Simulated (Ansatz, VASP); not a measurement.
# One calculation of BN, two programs

File INCAR:

```
  ALGO = Normal
  EDIFF = 1E-6
  ENCUT = 520
  GGA = CA
  ISIF = 2
  ISMEAR = 0
  LASPH = T
  LCHARG = T
  LELF = T
  LREAL = F
  LVHAR = T
  LWAVE = F
  NBANDS = 16
  NELM = 60
  PREC = Accurate
  SIGMA = 0.05
```

The input KPOINTS:

```
k-points
0
Gamma
  12 12 4
```

The input POSCAR:

```
BN
1.0
    2.3896093862      0.0000000000      0.0000000000
   -1.1948046931      2.0694624336      0.0000000000
    0.0000000000      0.0000000000      6.7054828986
B N
2 2
Direct
    0.3333333333      0.6666666667      0.2500000000
    0.6666666667      0.3333333333      0.7500000000
    0.3333333333      0.6666666667      0.7500000000
    0.6666666667      0.3333333333      0.2500000000
```

Input for Ansatz:

```yaml
crystal:
  lattice:
    - [2.3896093862, 0.0, 0.0]
    - [-1.1948046931, 2.0694624336, 0.0]
    - [0.0, 0.0, 6.7054828986]
  atoms:
    - { symbol: B, position: [0.3333333333, 0.6666666667, 0.25] }
    - { symbol: B, position: [0.6666666667, 0.3333333333, 0.75] }
    - { symbol: "N", position: [0.3333333333, 0.6666666667, 0.75] }
    - { symbol: "N", position: [0.6666666667, 0.3333333333, 0.25] }
basis:
  ecutwfc: 520.0
kpoints:
  mp_grid: { grid: [12, 12, 4] }
hamiltonian:
  xc: lda
  pseudopotentials: { kind: paw, azcp: { folder: soft_1 } }
scf:
  occupations: { method: gaussian, width: 0.05 }
output:
  forces: true
  stress: true
  eigenvalues: true
```

Alike in both runs: task single point; functional LDA; k mesh 12 × 12 × 4; occupations gaussian, width 0.05 eV; no spin polarisation.

```csv
,VASP,Ansatz
version,VASP 6.6.1,Ansatz 0.2.0
potentials or method,"VASP PAW LDA potentials, release 64 (B, N), cutoff 520 eV","scalar-relativistic, plane waves, PAW"
valence electrons in the cell,16,16
```

Ansatz gave:

- gap on the k mesh at the Fermi level (eV): 4.31
- least direct gap on the mesh (eV): 4.84

What did VASP give for the same quantities?

gap on the k mesh at the Fermi level (eV): 4.29; least direct gap on the mesh (eV): 4.84.

Ansatz warns that its potentials were made for another functional, while VASP's fit it. LDA's correlation is that of Perdew and Zunger in VASP and of Perdew and Wang (1992) in Ansatz.
